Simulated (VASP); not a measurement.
Crystal: Be.

```
Be
1.0
     1.79136    0.00000    0.00000
     0.00000    1.79136    0.00000
     0.00000    0.00000    3.03723
Be
1
Cartesian
  0.0000 0.0000 1.5186
```

The cell was generated, and may not be a known phase.

| Property | Result |
| --- | --- |
| Program | VASP 6.6.1 |
| Task | relaxation of cell and atoms |
| Functional | PBE |
| Potentials or basis | VASP PAW PBE potentials, release 64 (Be) |
| Cutoff | 600 eV |
| k mesh | 10 × 10 × 6 |
| Occupations | gaussian, width 0.1 eV |
| Spin | no spin polarisation |

At the start: pressure 32.0 GPa; volume 9.75 Å³/atom.

Problem. Where does the relaxation end?

Solution. Over 10 steps the energy falls by 379.5 meV/atom and the volume is 11.39 Å³/atom (+16.9 %); space group P4/mmm (No. 123, to 0.1 Å) before and after.

Step by step:
| step | energy change (eV) | largest force (eV/Å) | pressure (GPa) | volume (Å³) |
| --- | --- | --- | --- | --- |
| 1 | 0.0000 | 0.0000 | 32.02 | 9.75 |
| 2 | -0.3584 | 0.0000 | -5.43 | 12.64 |
| 3 | -0.3694 | 0.0000 | -1.49 | 12.10 |
| 4 | -0.3694 | 0.0000 | -1.88 | 12.15 |
| 5 | -0.3745 | 0.0000 | -1.60 | 11.94 |
| 6 | -0.3788 | 0.0000 | -1.03 | 11.61 |
| 7 | -0.3791 | 0.0000 | -0.76 | 11.48 |
| 8 | -0.3791 | 0.0000 | -0.80 | 11.50 |
| 9 | -0.3794 | 0.0000 | 0.37 | 11.35 |
| 10 | -0.3795 | 0.0000 | 0.01 | 11.39 |

Final structure:
```
CELL_PARAMETERS angstrom
2.01041 0.00000 0.00000
0.00000 2.01041 0.00000
0.00000 0.00000 2.81925
ATOMIC_POSITIONS crystal
Be 0.00000 0.00000 0.50000
```

Caveat: the volume moved by over 15 % at a fixed basis, so the end points are rough.
